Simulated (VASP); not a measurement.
# Li4Sb4Ru (I4/m) in VASP: a series of runs

Runs on Li4Sb4Ru. Level: LDA. Tasks: single point.

All numbers are computed with VASP 6.6.1; they aren't measurements. Logs are shortened: lines on timing, memory, paths and dates and some standing lists are left out, and cuts for length are marked.

## 1. The cell of the first run

It takes space group I4/m (No. 87, tetragonal). Conventional cell: a = 7.919 Å, b = 7.919 Å, c = 5.139 Å, α = 90.00°, β = 90.00°, γ = 90.00°. Within 3.1 Å of Li (site symmetry m) lie 5 Sb at 2.34 to 2.73 Å. Sb (site symmetry m) has 5 Li at 2.34 to 2.73 Å and 1 Ru at 2.37 Å within 3.1 Å. Within 3.1 Å of Ru (site symmetry 4/m) lie 4 Sb at 2.37 Å.

## 2. Single point, LDA

File INCAR:

```
SYSTEM = Li4Sb4Ru
PREC = Accurate
ENCUT = 520
EDIFF = 1E-6
ISMEAR = -1
SIGMA = 0.1
LREAL = .False.
LASPH = .True.
NELM = 80
ALGO = Normal
ISIF = 2
LWAVE = .False.
LCHARG = .True.
LELF = .True.
LVHAR = .True.
NBANDS = 33
ISYM = 0
```

File KPOINTS:

```
Automatic mesh
0
Gamma
  4 4 4
  0.5 0.5 0.5
```

File POSCAR:

```
Li4Sb4Ru
1.0
    0.0000000000      0.0000000000      5.1388360000
    3.9593900000     -3.9593900000      2.5694180000
    3.9593900000      3.9593900000     -2.5694180000
Li Sb Ru
4 4 1
Direct
    0.2110000000      0.1840000000      0.6060000000
    0.3950000000      0.3940000000      0.1840000000
    0.7890000000      0.8160000000      0.3940000000
    0.6050000000      0.6060000000      0.8160000000
    0.2920000000      0.7740000000      0.3580000000
    0.0660000000      0.6420000000      0.7740000000
    0.7080000000      0.2260000000      0.6420000000
    0.9340000000      0.3580000000      0.2260000000
    0.0000000000      0.0000000000      0.0000000000
```

Potentials or basis: VASP PAW LDA potentials, release 64 (Li_sv, Sb, Ru_pv).

Launch:

```bash
> cat potpaw_LDA.64/Li_sv/POTCAR potpaw_LDA.64/Sb/POTCAR potpaw_LDA.64/Ru_pv/POTCAR > POTCAR
> mpirun -np 1 vasp_std > vasp.out
```

OUTCAR:

```text
SYSTEM = Li4Sb4Ru
   PREC = Accurate
   ENCUT = 520
   EDIFF = 1E-6
   ISMEAR = -1
   LREAL = .False.
   LASPH = .True.
   NELM = 80
   ISIF = 2
   ISYM = 0

 ion  position               nearest neighbor table
   1  0.211  0.184  0.606-   8 2.34   7 2.59   7 2.59   5 2.68   6 2.73
   2  0.395  0.394  0.184-   5 2.34   8 2.59   8 2.59   6 2.68   7 2.73
   3  0.789  0.816  0.394-   6 2.34   5 2.59   5 2.59   7 2.68   8 2.73
   4  0.605  0.606  0.816-   7 2.34   6 2.59   6 2.59   8 2.68   5 2.73
   5  0.292  0.774  0.358-   2 2.34   9 2.37   3 2.59   3 2.59   1 2.68   4 2.73   6 3.35   8 3.35
                             7 3.46   8 3.55   6 3.55   6 3.55   8 3.55
   6  0.066  0.642  0.774-   3 2.34   9 2.37   4 2.59   4 2.59   2 2.68   1 2.73   5 3.35   7 3.35
                             8 3.46   7 3.55   5 3.55   5 3.55   7 3.55
   7  0.708  0.226  0.642-   4 2.34   9 2.37   1 2.59   1 2.59   3 2.68   2 2.73   8 3.35   6 3.35
                             5 3.46   6 3.55   8 3.55   8 3.55   6 3.55
   8  0.934  0.358  0.226-   1 2.34   9 2.37   2 2.59   2 2.59   4 2.68   3 2.73   5 3.35   7 3.35
                             6 3.46   5 3.55   7 3.55   7 3.55   5 3.55
   9  0.000  0.000  0.000-   5 2.37   6 2.37   7 2.37   8 2.37

IMPORTANT INFORMATION: All symmetrisations will be switched off!
NOSYMM: (Re-)initialisation of all symmetry stuff for point group C_1.

----------------------------------------------------------------------------------------

                                     Primitive cell

  volume of cell :     161.1207

  direct lattice vectors                    reciprocal lattice vectors
     0.000000000  0.000000000  5.138836000     0.000000000  0.126282079  0.194596597
     3.959390000 -3.959390000  2.569418000     0.126282079 -0.126282079  0.000000000
     3.959390000  3.959390000 -2.569418000     0.126282079  0.126282079  0.000000000

  length of vectors
     5.138836000  6.160799234  6.160799234     0.231980601  0.178589829  0.178589829

  position of ions in fractional coordinates (direct lattice)
     0.211000000  0.184000000  0.606000000
     0.395000000  0.394000000  0.184000000
     0.789000000  0.816000000  0.394000000
     0.605000000  0.606000000  0.816000000
     0.292000000  0.774000000  0.358000000
     0.066000000  0.642000000  0.774000000
     0.708000000  0.226000000  0.642000000
     0.934000000  0.358000000  0.226000000
     0.000000000  0.000000000  0.000000000

  ion indices of the primitive-cell ions
   primitive index   ion index
                 1           1
                 2           2
                 3           3
                 4           4
                 5           5
                 6           6
                 7           7
                 8           8
                 9           9

----------------------------------------------------------------------------------------

 KPOINTS: Automatic mesh

Automatic generation of k-mesh.
 Grid dimensions read from file:
 generate k-points for:    4    4    4

 Generating k-lattice:

  Cartesian coordinates                     Fractional coordinates (reciprocal lattice)
     0.000000000  0.031570520  0.048649149     0.250000000 -0.000000000  0.000000000
     0.031570520 -0.031570520  0.000000000     0.000000000  0.250000000  0.000000000
     0.031570520  0.031570520  0.000000000     0.000000000  0.000000000  0.250000000

  Length of vectors
     0.057995150  0.044647457  0.044647457

  Shift w.r.t. Gamma in fractional coordinates (k-lattice)
     0.500000000  0.500000000  0.500000000

 Subroutine IBZKPT returns following result:
 ===========================================

 Found    128 irreducible k-points:

 Following reciprocal coordinates:
            Coordinates               Weight
  0.125000  0.125000  0.125000      2.000000
  0.125000  0.250000 -0.125000      2.000000
  0.125000  0.000000 -0.250000      2.000000
  0.125000 -0.125000  0.000000      2.000000
 -0.125000  0.000000 -0.125000      2.000000
 -0.125000  0.125000  0.125000      2.000000
[... 16 lines left out ...]
 -0.125000 -0.375000  0.250000      2.000000
 -0.125000 -0.250000 -0.250000      2.000000
 [... further k-points ...]
   k-points           NKPTS =    128   k-points in BZ     NKDIM =    128   number of bands    NBANDS=     33
   number of dos      NEDOS =    301   number of ions     NIONS =      9
   total plane-waves  NPLWV =  92160
   dimension x,y,z NGX =    40 NGY =   48 NGZ =   48
   dimension x,y,z NGXF=    80 NGYF=   96 NGZF=   96
   ions per type =               4   4   1
   NGX,Y,Z   is equivalent  to a cutoff of  12.94, 12.95, 12.95 a.u.
   NGXF,Y,Z  is equivalent  to a cutoff of  25.88, 25.91, 25.91 a.u.
 SYSTEM =  Li4Sb4Ru
   PREC   = accura    normal or accurate (medium, high low for compatibility)
   ISTART =      0    job   : 0-new  1-cont  2-samecut
   ICHARG =      2    charge: 1-file 2-atom 10-const
   ISPIN  =      1    spin polarized calculation?
   LNONCOLLINEAR =      F non collinear calculations
   LSORBIT =      F    spin-orbit coupling
   LASPH  =      T    aspherical Exc in radial PAW
   ENCUT  =  520.0 eV  38.22 Ry    6.18 a.u.   9.55 11.46 11.46*2*pi/ulx,y,z
   NELM   =     80;   NELMIN=  2; NELMDL= -5     # of ELM steps
   EDIFF  = 0.1E-05   stopping-criterion for ELM
   LREAL  =      F    real-space projection
   EDIFFG = 0.1E-04   stopping-criterion for IOM
   NSW    =      0    number of steps for IOM
   IBRION =     -1    ionic relax: 0-MD 1-quasi-New 2-CG
   NFREE  =      0    steps in history (QN), initial steepest desc. (CG)
   ISIF   =      2    stress and relaxation
   ISYM   =      0    0-nonsym 1-usesym 2-fastsym
   POTIM  = 0.5000    time-step for ionic-motion
   TEBEG  =    0.0;   TEEND  =   0.0 temperature during run
   PSTRESS=    0.0 pullay stress
   NELECT =      46.0000    total number of electrons
   NUPDOWN=      -1.0000    fix difference up-down
   EMIN   =  10.00;   EMAX   =-10.00  energy-range for DOS
   EFERMI =   0.00;   METHOD = LEGACY
   ISMEAR =    -1;   SIGMA  =   0.10  broadening in eV -4-tet -1-fermi 0-gaus
   EFERMI_NEDOS =   21; number of points for ismear=-14 and -15
   IALGO  =     38    algorithm
   IMIX   =      4    mixing-type and parameters
     AMIX     =   0.40;   BMIX     =  1.00
     AMIX_MAG =   1.60;   BMIX_MAG =  1.00
  volume/ion in A,a.u.               =      17.90       120.81
  Fermi-wavevector in a.u.,A,eV,Ry     =   1.077979  2.037085 15.810499  1.162039
  Thomas-Fermi vector in A             =   2.213905
   LORBIT       =      0    0 simple, 1 ext, 2 COOP (PROOUT), +10 PAW based schemes
   GGA     = CA    functional components
   LHFCALC =     F    Hartree Fock is set to
   AEXX    =    0.0000 exact exchange contribution
   IVDW    =     0    specifies the selected vdW correction
   LEPSILON=     F    determine dielectric tensor
   LRPA    =     F    only Hartree local field effects (RPA)
 non-spin polarized calculation
  energy-cutoff  :      520.00
  volume of cell :      161.12
 maximum number of plane-waves:      4371
 NGX is ok and might be reduce to    40
   NGX = 19   NGY = 23   NGZ = 23

 number of electron      45.9999994 magnetization

 Free energy of the ion-electron system (eV)
  ---------------------------------------------------
  ext. energy  EPLUGINS =         0.00000000
  ---------------------------------------------------
  free energy    TOTEN  =       -35.69185530 eV

  energy without entropy =      -35.53174574  energy(sigma->0) =      -35.61180052

 E-fermi :   7.2255     XC(G=0): -10.2128

 val. band max:        7.2202300872   @ k =  -0.3750   0.0000   0.2500
 cond. band min:       7.2293256219   @ k =   0.3750   0.0000  -0.1250
 fundamental gap:      0.0090955347
 Fermi energy:         7.2254553823

 k-point     1 :       0.1250    0.1250    0.1250
  band No.  band energies     occupation
      1     -38.1706      2.00000
      2     -38.1668      2.00000
      3     -38.1658      2.00000
      4     -38.1654      2.00000
      5     -34.8714      2.00000
      6     -34.8714      2.00000
[... 25 lines left out ...]
     32      12.9420      0.00000
     33      13.2110      0.00000

 k-point     2 :       0.1250    0.2500   -0.1250
  band No.  band energies     occupation
      1     -38.1706      2.00000
      2     -38.1668      2.00000
      3     -38.1659      2.00000
      4     -38.1654      2.00000
      5     -34.8714      2.00000
      6     -34.8714      2.00000
[... 25 lines left out ...]
     32      12.9420      0.00000
     33      13.2114      0.00000

 k-point     3 :       0.1250    0.0000   -0.2500
  band No.  band energies     occupation
      1     -38.1706      2.00000
      2     -38.1668      2.00000
      3     -38.1658      2.00000
      4     -38.1654      2.00000
      5     -34.8714      2.00000
      6     -34.8714      2.00000
[... 25 lines left out ...]
     32      12.9420      0.00000
     33      13.2137      0.00000

 k-point     4 :       0.1250   -0.1250    0.0000
  band No.  band energies     occupation
      1     -38.1706      2.00000
      2     -38.1668      2.00000
      3     -38.1659      2.00000
      4     -38.1654      2.00000
      5     -34.8714      2.00000
      6     -34.8714      2.00000
[... 25 lines left out ...]
     32      12.9420      0.00000
     33      13.2113      0.00000

 k-point     5 :      -0.1250    0.0000   -0.1250
  band No.  band energies     occupation
      1     -38.1706      2.00000
      2     -38.1668      2.00000
      3     -38.1657      2.00000
      4     -38.1655      2.00000
      5     -34.8714      2.00000
      6     -34.8714      2.00000
[... 604 lines left out ...]
 k-point    22 :      -0.1250    0.1250    0.3750
  band No.  band energies     occupation
      1     -38.1698      2.00000
      2     -38.1674      2.00000
      3     -38.1661      2.00000
      4     -38.1653      2.00000
      5     -34.8714      2.00000
      6     -34.8714      2.00000
[... 25 lines left out ...]
     32      12.7000      0.00000
     33      12.8106      0.00000

 k-point    23 :      -0.1250   -0.3750    0.2500
  band No.  band energies     occupation
      1     -38.1698      2.00000
      2     -38.1674      2.00000
      3     -38.1661      2.00000
      4     -38.1653      2.00000
      5     -34.8714      2.00000
      6     -34.8714      2.00000
[... 25 lines left out ...]
     32      12.7000      0.00000
     33      12.8108      0.00000

 k-point    24 :      -0.1250   -0.2500   -0.2500
  band No.  band energies     occupation
      1     -38.1698      2.00000
      2     -38.1674      2.00000
      3     -38.1661      2.00000
      4     -38.1653      2.00000
      5     -34.8714      2.00000
      6     -34.8714      2.00000
[... 25 lines left out ...]
     32      12.7000      0.00000
     33      12.8107      0.00000

 [... further k-points ...]

------------------------ aborting loop because EDIFF is reached ----------------------------------------

  FORCE on cell =-STRESS in cart. coord.  units (eV):
  Direction    XX          YY          ZZ          XY          YZ          ZX
  --------------------------------------------------------------------------------------
  -------------------------------------------------------------------------------------
  Total       22.2328696     22.2328285      8.1212430     -0.0000406      0.0000407      0.0001775
  in kB      221.0827136    221.0823049     80.7572964     -0.0004041      0.0004048      0.0017648
  external PRESSURE =     174.3074383 kB  Pullay stress =       0.0000000 kB

 VOLUME and BASIS-vectors are now :
 -----------------------------------------------------------------------------
  energy-cutoff  :      520.00
  volume of cell :      161.12
      direct lattice vectors                 reciprocal lattice vectors
     0.000000000  0.000000000  5.138836000     0.000000000  0.126282079  0.194596597
     3.959390000 -3.959390000  2.569418000     0.126282079 -0.126282079  0.000000000
     3.959390000  3.959390000 -2.569418000     0.126282079  0.126282079  0.000000000

 POSITION                                       TOTAL-FORCE (eV/Angst)
 -----------------------------------------------------------------------------------
      3.12792      1.67086     -0.00000         0.618352      1.839112      0.000083
      2.28853     -0.83147      2.56942        -1.839132      0.618453      0.000008
      4.79086     -1.67086      5.13884        -0.618353     -1.839116     -0.000082
      5.63025      0.83147      2.56942         1.839136     -0.618454     -0.000009
      4.48203     -1.64711      2.56942         1.499876      2.188557     -0.000017
      5.60650      0.52264      0.00000        -2.188560      1.499879     -0.000010
      3.43675      1.64711      2.56942        -1.499877     -2.188556      0.000016
      2.31228     -0.52264      5.13884         2.188558     -1.499876      0.000010
      0.00000      0.00000      0.00000         0.000001      0.000002     -0.000001
 -----------------------------------------------------------------------------------
    total drift:                                0.000008     -0.000005     -0.000001

  FREE ENERGIE OF THE ION-ELECTRON SYSTEM (eV)
  ---------------------------------------------------
  free  energy   TOTEN  =       -35.6918552978 eV

  energy  without entropy=      -35.5317457379  energy(sigma->0) =      -35.61180052
```

It took 17 min on 1 thread of Intel Xeon Platinum 8375C at 2.90GHz (Ice Lake), shared host; peak memory 0.65 GiB.

What came out:

| Property | Result |
| --- | --- |
| Free energy | -35.6919 eV |
| Largest force | 2.653 eV/Å |
| Band gap on the k mesh | zero (bands 23 and 24 overlap by 0.53 eV) |

Forces on the atoms (eV/Å):
```
Li   0.618  1.839  0.000
Li  -1.839  0.618  0.000
Li  -0.618 -1.839  0.000
Li   1.839 -0.618  0.000
Sb   1.500  2.189  0.000
Sb  -2.189  1.500  0.000
Sb  -1.500 -2.189  0.000
Sb   2.189 -1.500  0.000
Ru   0.000  0.000  0.000
```

Caveat: the k points lie up to 0.36 Å⁻¹ apart, too coarse for converged energies and pressures of a metal; the cutoff is under 1.25 times the usual one of these potentials, so pressure, stress and relaxed cells hold a basis-set (Pulay) error; spin-orbit coupling is left out, which moves the levels of the heavy elements; forces of over 1 eV/Å act on the atoms, so gaps and moduli don't describe the material at rest.

## 3. Single point, LDA

File INCAR:

```
SYSTEM = Li4Sb4Ru
  PREC = Accurate
  ENCUT = 520
  EDIFF = 1E-6
  ISMEAR = -1
  SIGMA = 0.1
  LREAL = .False.
  LASPH = .True.
  NELM = 60
  ALGO = Normal
  ISIF = 2
  LWAVE = .False.
  LCHARG = .False.
  NBANDS = 33
  ISYM = 0
```

File KPOINTS:

```
regular mesh
0
Gamma
  4 4 4
  0 0 0
```

POSCAR is that of step 2.

Potentials or basis: VASP PAW LDA potentials, release 64 (Li_sv, Sb, Ru_pv).

Launch:

```bash
> cat potpaw_LDA.64/Li_sv/POTCAR potpaw_LDA.64/Sb/POTCAR potpaw_LDA.64/Ru_pv/POTCAR > POTCAR
> mpirun -np 1 vasp_std > vasp.out
```

Run time: 4.4 min. Hardware: 1 thread of Intel Xeon Platinum 8375C at 2.90GHz (Ice Lake), shared host; peak memory 0.33 GiB.

Results (log left out):

```yaml
Free_energy: -35.7397 eV
Largest_force: 2.695 eV/Å
Band_gap_on_the_k_mesh: zero (bands 23 and 24 overlap by 0.61 eV)
```

Forces in eV/Å, atoms in the order of the input:
```
Li   0.631  1.832  0.000
Li  -1.832  0.632  0.000
Li  -0.631 -1.832  0.000
Li   1.832 -0.632  0.000
Sb   1.462  2.264  0.000
Sb  -2.264  1.462  0.000
Sb  -1.462 -2.264  0.000
Sb   2.264 -1.462  0.000
Ru   0.000  0.000  0.000
```

Levels at points of the mesh, in eV from the Fermi level:
```tsv
k point	band 21	band 22	band 23	band 24	band 25	band 26
(0.00, 0.00, 0.00)	-0.75	-0.48	-0.12	-0.12	0.52	1.35
(0.50, 0.00, 0.00)	-0.56	-0.42	-0.19	0.60	0.84	1.12
(0.50, 0.50, 0.00)	-0.56	-0.42	-0.19	0.60	0.84	1.12
(0.50, 0.50, 0.50)	-0.56	-0.42	-0.19	0.60	0.84	1.12
(0.50, 0.00, 0.50)	-0.56	-0.42	-0.19	0.60	0.84	1.12
(0.00, 0.50, 0.00)	-0.87	-0.84	-0.83	-0.02	0.33	0.71
(0.00, 0.00, 0.50)	-0.87	-0.84	-0.83	-0.02	0.33	0.71
(0.00, 0.50, 0.50)	-0.09	0.19	0.24	0.24	0.43	0.43
```

Caveat: the k points lie up to 0.36 Å⁻¹ apart, too coarse for converged energies and pressures of a metal; the cutoff is under 1.25 times the usual one of these potentials, so pressure, stress and relaxed cells hold a basis-set (Pulay) error; spin-orbit coupling is left out, which moves the levels of the heavy elements; forces of over 1 eV/Å act on the atoms, so gaps and moduli don't describe the material at rest.
